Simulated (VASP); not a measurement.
# MgO (rock salt) (Fm-3m) in VASP: a series of runs

MgO (rock salt) is run at these levels: LDA; tasks: single point.

Program: VASP 6.6.1. These are calculated values, not measurements. Logs are shortened: lines on timing, memory, paths and dates and some standing lists are left out, and cuts for length are marked.

### Step 1. The cell of the first run

Symmetry: Fm-3m, No. 225, cubic system. Conventional cell: a = 3.385 Å, b = 3.385 Å, c = 3.385 Å, α = 90.00°, β = 90.00°, γ = 90.00°. Mg (site symmetry m-3m) has 6 O at 1.69 Å within 2.3 Å. O (site symmetry m-3m) has 6 Mg at 1.69 Å within 2.3 Å.

### Step 2. Single point, LDA (volume scaled by 0.52)

INCAR reads:

```
  ALGO = Normal
  EDIFF = 1E-6
  ENCUT = 600
  GGA = CA
  GGA_COMPAT = False
  ISIF = 2
  ISMEAR = 0
  LASPH = True
  LCHARG = True
  LELF = True
  LREAL = False
  LVHAR = True
  LWAVE = False
  NBANDS = 11
  NELM = 120
  PREC = Accurate
  SIGMA = 0.01
```

KPOINTS reads:

```
k-points
0
Gamma
  10 10 10
```

POSCAR reads:

```
MgO
1.0
    0.0000000000      1.6927255444      1.6927255444
    1.6927255444      0.0000000000      1.6927255444
    1.6927255444      1.6927255444      0.0000000000
Mg O
1 1
Direct
    0.0000000000      0.0000000000      0.0000000000
    0.5000000000      0.5000000000      0.5000000000
```

Potentials or basis: VASP PAW LDA potentials, release 64 (Mg, O).

The run is started by

```sh
> cat potpaw_LDA.64/Mg/POTCAR potpaw_LDA.64/O/POTCAR > POTCAR
> mpirun -np 1 vasp_std > vasp.out
```

OUTCAR:

```text
EDIFF = 1E-6
   ENCUT = 600
   GGA = CA
   ISIF = 2
   ISMEAR = 0
   LASPH = True
   LREAL = False
   NELM = 120
   PREC = Accurate

 ion  position               nearest neighbor table
   1  0.000  0.000  0.000-   2 1.69   2 1.69   2 1.69   2 1.69   2 1.69   2 1.69
   2  0.500  0.500  0.500-   1 1.69   1 1.69   1 1.69   1 1.69   1 1.69   1 1.69

  LATTYP: Found a face centered cubic cell.
 ALAT       =     3.3854510888

  Lattice vectors:

 A1 = (   0.0000000000,   1.6927255444,   1.6927255444)
 A2 = (   1.6927255444,   0.0000000000,   1.6927255444)
 A3 = (   1.6927255444,   1.6927255444,   0.0000000000)

Analysis of symmetry for initial positions (statically):
=====================================================================
 Subroutine PRICEL returns:
 Original cell was already a primitive cell.

 Routine SETGRP: Setting up the symmetry group for a
 face centered cubic supercell.

 Subroutine GETGRP returns: Found 48 space group operations
 (whereof 48 operations were pure point group operations)
 out of a pool of 48 trial point group operations.

The static configuration has the point symmetry O_h .

Analysis of symmetry for dynamics (positions and initial velocities):
=====================================================================
 Subroutine PRICEL returns:
 Original cell was already a primitive cell.

 Routine SETGRP: Setting up the symmetry group for a
 face centered cubic supercell.

 Subroutine GETGRP returns: Found 48 space group operations
 (whereof 48 operations were pure point group operations)
 out of a pool of 48 trial point group operations.

The dynamic configuration has the point symmetry O_h .

 Subroutine INISYM returns: Found 48 space group operations
 (whereof 48 operations are pure point group operations),
 and found     1 'primitive' translations

----------------------------------------------------------------------------------------

                                     Primitive cell

  volume of cell :       9.7004

  direct lattice vectors                    reciprocal lattice vectors
     0.000000000  1.692725544  1.692725544    -0.295381612  0.295381612  0.295381612
     1.692725544  0.000000000  1.692725544     0.295381612 -0.295381612  0.295381612
     1.692725544  1.692725544  0.000000000     0.295381612  0.295381612 -0.295381612

  length of vectors
     2.393875422  2.393875422  2.393875422     0.511615960  0.511615960  0.511615960

  position of ions in fractional coordinates (direct lattice)
     0.000000000  0.000000000  0.000000000
     0.500000000  0.500000000  0.500000000

  ion indices of the primitive-cell ions
   primitive index   ion index
                 1           1
                 2           2

----------------------------------------------------------------------------------------

 KPOINTS: k-points

Automatic generation of k-mesh.
 Grid dimensions read from file:
 generate k-points for:   10   10   10

 Generating k-lattice:

  Cartesian coordinates                     Fractional coordinates (reciprocal lattice)
    -0.029538161  0.029538161  0.029538161     0.100000000  0.000000000  0.000000000
     0.029538161 -0.029538161  0.029538161     0.000000000  0.100000000  0.000000000
     0.029538161  0.029538161 -0.029538161     0.000000000  0.000000000  0.100000000

  Length of vectors
     0.051161596  0.051161596  0.051161596

  Shift w.r.t. Gamma in fractional coordinates (k-lattice)
     0.000000000  0.000000000  0.000000000

 Subroutine IBZKPT returns following result:
 ===========================================

 Found     47 irreducible k-points:

 Following reciprocal coordinates:
            Coordinates               Weight
  0.000000  0.000000  0.000000      1.000000
  0.100000  0.000000  0.000000      8.000000
  0.200000  0.000000  0.000000      8.000000
  0.300000  0.000000  0.000000      8.000000
  0.400000  0.000000  0.000000      8.000000
  0.500000  0.000000  0.000000      4.000000
[... 16 lines left out ...]
  0.300000  0.300000  0.000000      6.000000
  0.400000  0.300000  0.000000     24.000000
 [... further k-points ...]
   k-points           NKPTS =     47   k-points in BZ     NKDIM =     47   number of bands    NBANDS=     11
   number of dos      NEDOS =    301   number of ions     NIONS =      2
   total plane-waves  NPLWV =   8000
   dimension x,y,z NGX =    20 NGY =   20 NGZ =   20
   dimension x,y,z NGXF=    40 NGYF=   40 NGZF=   40
   ions per type =               1   1
   NGX,Y,Z   is equivalent  to a cutoff of  13.89, 13.89, 13.89 a.u.
   NGXF,Y,Z  is equivalent  to a cutoff of  27.78, 27.78, 27.78 a.u.
 SYSTEM =  unknown system
   PREC   = accura    normal or accurate (medium, high low for compatibility)
   ISTART =      0    job   : 0-new  1-cont  2-samecut
   ICHARG =      2    charge: 1-file 2-atom 10-const
   ISPIN  =      1    spin polarized calculation?
   LNONCOLLINEAR =      F non collinear calculations
   LSORBIT =      F    spin-orbit coupling
   LASPH  =      T    aspherical Exc in radial PAW
   ENCUT  =  600.0 eV  44.10 Ry    6.64 a.u.   4.78  4.78  4.78*2*pi/ulx,y,z
   NELM   =    120;   NELMIN=  2; NELMDL= -5     # of ELM steps
   EDIFF  = 0.1E-05   stopping-criterion for ELM
   LREAL  =      F    real-space projection
   EDIFFG = 0.1E-04   stopping-criterion for IOM
   NSW    =      0    number of steps for IOM
   IBRION =     -1    ionic relax: 0-MD 1-quasi-New 2-CG
   NFREE  =      0    steps in history (QN), initial steepest desc. (CG)
   ISIF   =      2    stress and relaxation
   ISYM   =      2    0-nonsym 1-usesym 2-fastsym
   POTIM  = 0.5000    time-step for ionic-motion
   TEBEG  =    0.0;   TEEND  =   0.0 temperature during run
   PSTRESS=    0.0 pullay stress
   NELECT =       8.0000    total number of electrons
   NUPDOWN=      -1.0000    fix difference up-down
   EMIN   =  10.00;   EMAX   =-10.00  energy-range for DOS
   EFERMI =   0.00;   METHOD = LEGACY
   ISMEAR =     0;   SIGMA  =   0.01  broadening in eV -4-tet -1-fermi 0-gaus
   EFERMI_NEDOS =   21; number of points for ismear=-14 and -15
   IALGO  =     38    algorithm
   IMIX   =      4    mixing-type and parameters
     AMIX     =   0.40;   BMIX     =  1.00
     AMIX_MAG =   1.60;   BMIX_MAG =  1.00
  volume/ion in A,a.u.               =       4.85        32.73
  Fermi-wavevector in a.u.,A,eV,Ry     =   1.535235  2.901174 32.068216  2.356947
  Thomas-Fermi vector in A             =   2.642052
   LORBIT       =      0    0 simple, 1 ext, 2 COOP (PROOUT), +10 PAW based schemes
   GGA     = CA    functional components
   LHFCALC =     F    Hartree Fock is set to
   AEXX    =    0.0000 exact exchange contribution
   IVDW    =     0    specifies the selected vdW correction
   LEPSILON=     F    determine dielectric tensor
   LRPA    =     F    only Hartree local field effects (RPA)
 non-spin polarized calculation
 Gauss-broadening in eV      SIGMA  =   0.01
  energy-cutoff  :      600.00
  volume of cell :        9.70
 maximum number of plane-waves:       332
   NGX =  9   NGY =  9   NGZ =  9

 number of electron       7.9999998 magnetization

 Free energy of the ion-electron system (eV)
  ---------------------------------------------------
  ext. energy  EPLUGINS =         0.00000000
  ---------------------------------------------------
  free energy    TOTEN  =        -7.59685857 eV

  energy without entropy =       -7.59685857  energy(sigma->0) =       -7.59685857

 E-fermi :  10.3011     XC(G=0): -15.1211

 val. band max:       10.0917459417   @ k =   0.0000   0.0000   0.0000
 cond. band min:      18.4720323526   @ k =   0.5000   0.5000   0.0000
 fundamental gap:      8.3802864108
 Fermi energy:        10.3011117091

 k-point     1 :       0.0000    0.0000    0.0000
  band No.  band energies     occupation
      1     -11.6731      2.00000
      2      10.0917      2.00000
      3      10.0917      2.00000
      4      10.0917      2.00000
      5      24.3039      0.00000
      6      28.8264      0.00000
      7      28.8264      0.00000
      8      28.8264      0.00000
      9      34.9821      0.00000
     10      37.7340      0.00000
     11      37.7340      0.00000

 k-point     2 :       0.1000    0.0000    0.0000
  band No.  band energies     occupation
      1     -11.3957      2.00000
      2       9.2130      2.00000
      3       9.8707      2.00000
      4       9.8707      2.00000
      5      24.7533      0.00000
      6      27.4065      0.00000
      7      29.3624      0.00000
      8      29.3624      0.00000
      9      37.7610      0.00000
     10      37.7610      0.00000
     11      37.8652      0.00000

 k-point     3 :       0.2000    0.0000    0.0000
  band No.  band energies     occupation
      1     -10.6066      2.00000
      2       7.0712      2.00000
      3       9.3269      2.00000
      4       9.3269      2.00000
      5      24.4238      0.00000
      6      27.3121      0.00000
      7      30.7680      0.00000
      8      30.7680      0.00000
      9      37.9850      0.00000
     10      37.9850      0.00000
     11      42.9121      0.00000

 k-point     4 :       0.3000    0.0000    0.0000
  band No.  band energies     occupation
      1      -9.4519      2.00000
      2       4.5424      2.00000
      3       8.7121      2.00000
      4       8.7121      2.00000
      5      23.3957      0.00000
      6      28.9079      0.00000
      7      32.4413      0.00000
      8      32.4413      0.00000
      9      38.7877      0.00000
     10      38.7877      0.00000
     11      44.9138      0.00000

 k-point     5 :       0.4000    0.0000    0.0000
  band No.  band energies     occupation
      1      -8.2636      2.00000
      2       2.4068      2.00000
      3       8.2518      2.00000
      4       8.2518      2.00000
      5      22.8582      0.00000
      6      30.2423      0.00000
      7      33.5813      0.00000
      8      33.5813      0.00000
      9      40.4008      0.00000
     10      40.4008      0.00000
     11      44.2673      0.00000
[... 211 lines left out ...]
 k-point    21 :      -0.3000    0.2000    0.0000
  band No.  band energies     occupation
      1      -8.1641      2.00000
      2       3.5264      2.00000
      3       6.3644      2.00000
      4       8.1598      2.00000
      5      25.1026      0.00000
      6      27.4132      0.00000
      7      33.6335      0.00000
      8      35.0822      0.00000
      9      37.9277      0.00000
     10      40.5907      0.00000
     11      48.8441      0.00000

 k-point    22 :      -0.2000    0.2000    0.0000
  band No.  band energies     occupation
      1      -9.1531      2.00000
      2       4.9130      2.00000
      3       7.2524      2.00000
      4       8.5880      2.00000
      5      25.1409      0.00000
      6      26.7191      0.00000
      7      33.0107      0.00000
      8      33.5805      0.00000
      9      37.2569      0.00000
     10      39.8327      0.00000
     11      48.4221      0.00000

 k-point    23 :       0.3000    0.3000    0.0000
  band No.  band energies     occupation
      1      -9.0481      2.00000
      2       4.6351      2.00000
      3       8.2807      2.00000
      4       8.2807      2.00000
      5      20.5119      0.00000
      6      28.2357      0.00000
      7      33.3429      0.00000
      8      36.6460      0.00000
      9      36.6460      0.00000
     10      41.9172      0.00000
     11      52.1229      0.00000

 k-point    24 :       0.4000    0.3000    0.0000
  band No.  band energies     occupation
      1      -8.3421      2.00000
      2       3.7635      2.00000
      3       7.5102      2.00000
      4       7.9835      2.00000
      5      20.3796      0.00000
      6      28.9736      0.00000
      7      32.2897      0.00000
      8      37.9894      0.00000
      9      38.4522      0.00000
     10      43.6451      0.00000
     11      51.7961      0.00000

 [... further k-points ...]
[... 5 lines left out ...]
  --------------------------------------------------------------------------------------
  -------------------------------------------------------------------------------------
  Total       23.9183521     23.9183521     23.9183521     -0.0000000      0.0000000     -0.0000000
  in kB     3950.5011876   3950.5011876   3950.5011876     -0.0000000      0.0000000     -0.0000000
  external PRESSURE =    3950.5011876 kB  Pullay stress =       0.0000000 kB

 VOLUME and BASIS-vectors are now :
 -----------------------------------------------------------------------------
  energy-cutoff  :      600.00
  volume of cell :        9.70
      direct lattice vectors                 reciprocal lattice vectors
     0.000000000  1.692725544  1.692725544    -0.295381612  0.295381612  0.295381612
     1.692725544  0.000000000  1.692725544     0.295381612 -0.295381612  0.295381612
     1.692725544  1.692725544  0.000000000     0.295381612  0.295381612 -0.295381612

 POSITION                                       TOTAL-FORCE (eV/Angst)
 -----------------------------------------------------------------------------------
      0.00000      0.00000      0.00000        -0.000000      0.000000      0.000000
      1.69273      1.69273      1.69273         0.000000     -0.000000     -0.000000
 -----------------------------------------------------------------------------------
    total drift:                                0.000000      0.000000      0.000000

  FREE ENERGIE OF THE ION-ELECTRON SYSTEM (eV)
  ---------------------------------------------------
  free  energy   TOTEN  =        -7.5968585734 eV

  energy  without entropy=       -7.5968585734  energy(sigma->0) =       -7.59685857
```

Run time: 10 s. Hardware: 1 thread of Intel Xeon 8259CL, shared host; peak memory 0.12 GiB.

What came out:

```yaml
Free_energy: -7.5969 eV
Pressure: 395.1 GPa
Band_gap_on_the_k_mesh: 8.38 eV, indirect (least direct gap 10.83 eV)
```

 A k mesh can miss the band edges.

### Step 3. Single point, LDA (volume scaled by 0.65)

INCAR reads:

```
SYSTEM = MgO
ALGO = Normal ; EDIFF = 1E-6
ENCUT = 600 ; GGA = CA
GGA_COMPAT = .False. ; ISIF = 2
ISMEAR = 0 ; LASPH = .True.
LCHARG = .False. ; LREAL = .False.
LWAVE = .False. ; NBANDS = 11
NELM = 120 ; PREC = Accurate
SIGMA = 0.01
```

KPOINTS reads:

```
k-points
0
Gamma
  10 10 10
  0 0 0
```

POSCAR reads:

```
MgO
1.0
    0.0000000000      1.8234333167      1.8234333167
    1.8234333167      0.0000000000      1.8234333167
    1.8234333167      1.8234333167      0.0000000000
Mg O
1 1
Direct
    0.0000000000      0.0000000000      0.0000000000
    0.5000000000      0.5000000000      0.5000000000
```

Potentials or basis: VASP PAW LDA potentials, release 64 (Mg, O).

The run is started by

```sh
> cat potpaw_LDA.64/Mg/POTCAR potpaw_LDA.64/O/POTCAR > POTCAR
> mpirun -np 1 vasp_std > vasp.out
```

Run time: 10 s. Hardware: 1 thread of Intel Xeon 8259CL, shared host; peak memory 0.13 GiB.

Results (log left out):

```yaml
Free_energy: -11.4843 eV
Pressure: 154.0 GPa
Band_gap_on_the_k_mesh: 8.86 eV, indirect (least direct gap 10.18 eV)
```

Levels at points of the mesh, in eV from the valence-band top:
| k point | band 2 | band 3 | band 4 | band 5 | band 6 | band 7 |
| --- | --- | --- | --- | --- | --- | --- |
| (0.00, 0.00, 0.00) | 0.00 | 0.00 | 0.00 | 10.18 | 17.76 | 17.76 |
| (0.50, 0.00, 0.00) | -7.03 | -1.39 | -1.39 | 10.79 | 17.67 | 20.89 |
| (0.50, 0.50, 0.00) | -6.20 | -2.07 | -2.07 | 8.86 | 15.36 | 18.18 |

 A k mesh can miss the band edges.

### Step 4. Single point, LDA (volume scaled by 0.6)

INCAR reads:

```
  PREC = Accurate
  ENCUT = 600
  EDIFF = 1E-6
  ISMEAR = 0
  SIGMA = 0.01
  LREAL = F
  LASPH = T
  NELM = 120
  ALGO = Normal
  ISIF = 2
  LWAVE = F
  LCHARG = F
  NBANDS = 11
  GGA_COMPAT = F
```

KPOINTS reads:

```
Automatic mesh
0
Gamma
  10 10 10
```

POSCAR reads:

```
MgO
1.0
    0.0000000000      1.7754257605      1.7754257605
    1.7754257605      0.0000000000      1.7754257605
    1.7754257605      1.7754257605      0.0000000000
Mg O
1 1
Direct
    0.0000000000      0.0000000000      0.0000000000
    0.5000000000      0.5000000000      0.5000000000
```

Potentials or basis: VASP PAW LDA potentials, release 64 (Mg, O).

The run is started by

```sh
> cat potpaw_LDA.64/Mg/POTCAR potpaw_LDA.64/O/POTCAR > POTCAR
> mpirun -np 1 vasp_std > vasp.out
```

OUTCAR:

```text
PREC = Accurate
   ENCUT = 600
   EDIFF = 1E-6
   ISMEAR = 0
   LREAL = F
   LASPH = T
   NELM = 120
   ISIF = 2

 ion  position               nearest neighbor table
   1  0.000  0.000  0.000-   2 1.78   2 1.78   2 1.78   2 1.78   2 1.78   2 1.78
   2  0.500  0.500  0.500-   1 1.78   1 1.78   1 1.78   1 1.78   1 1.78   1 1.78

  LATTYP: Found a face centered cubic cell.
 ALAT       =     3.5508515210

  Lattice vectors:

 A1 = (   0.0000000000,   1.7754257605,   1.7754257605)
[... 512 lines left out ...]
      5      18.4647      0.00000
      6      24.4760      0.00000
      7      27.9223      0.00000
      8      33.5253      0.00000
      9      33.9064      0.00000
     10      39.4767      0.00000
     11      46.6149      0.00000

 [... further k-points ...]
[... 5 lines left out ...]
  --------------------------------------------------------------------------------------
  -------------------------------------------------------------------------------------
  Total       15.4689512     15.4689512     15.4689512      0.0000000      0.0000000     -0.0000000
  in kB     2214.2869692   2214.2869692   2214.2869692      0.0000000      0.0000000     -0.0000000
  external PRESSURE =    2214.2869692 kB  Pullay stress =       0.0000000 kB

 VOLUME and BASIS-vectors are now :
 -----------------------------------------------------------------------------
  energy-cutoff  :      600.00
  volume of cell :       11.19
      direct lattice vectors                 reciprocal lattice vectors
     0.000000000  1.775425760  1.775425760    -0.281622589  0.281622589  0.281622589
     1.775425760  0.000000000  1.775425760     0.281622589 -0.281622589  0.281622589
     1.775425760  1.775425760  0.000000000     0.281622589  0.281622589 -0.281622589

 POSITION                                       TOTAL-FORCE (eV/Angst)
 -----------------------------------------------------------------------------------
      0.00000      0.00000      0.00000        -0.000000      0.000000      0.000000
      1.77543      1.77543      1.77543         0.000000     -0.000000     -0.000000
 -----------------------------------------------------------------------------------
    total drift:                                0.000000      0.000000      0.000000

  FREE ENERGIE OF THE ION-ELECTRON SYSTEM (eV)
  ---------------------------------------------------
  free  energy   TOTEN  =       -10.3975901677 eV

  energy  without entropy=      -10.3975901677  energy(sigma->0) =      -10.39759017
```

Wall time 9.9 s (1 thread of Intel Xeon 8259CL, shared host); peak memory 0.12 GiB.

What came out:

```yaml
Free_energy: -10.3976 eV
Pressure: 221.4 GPa
Band_gap_on_the_k_mesh: 8.73 eV, indirect (least direct gap 10.94 eV)
```

 A k mesh can miss the band edges.

### Step 5. Overview

```csv
cell,gap on the mesh (eV),pressure (GPa)
"a = 2.394 Å, angles 60.0°, 2 atoms",8.38,395.1
"a = 2.579 Å, angles 60.0°, 2 atoms",8.86,154.0
"a = 2.511 Å, angles 60.0°, 2 atoms",8.73,221.4
```

Alike in all rows: task single point; level LDA; potentials or basis VASP PAW LDA potentials, release 64 (Mg, O); no spin polarisation; k mesh 10 × 10 × 10; cutoff (eV) 600; smearing gaussian 0.01 eV.

Total energies depend on the potentials used, so only differences within one code and one set of settings carry meaning.
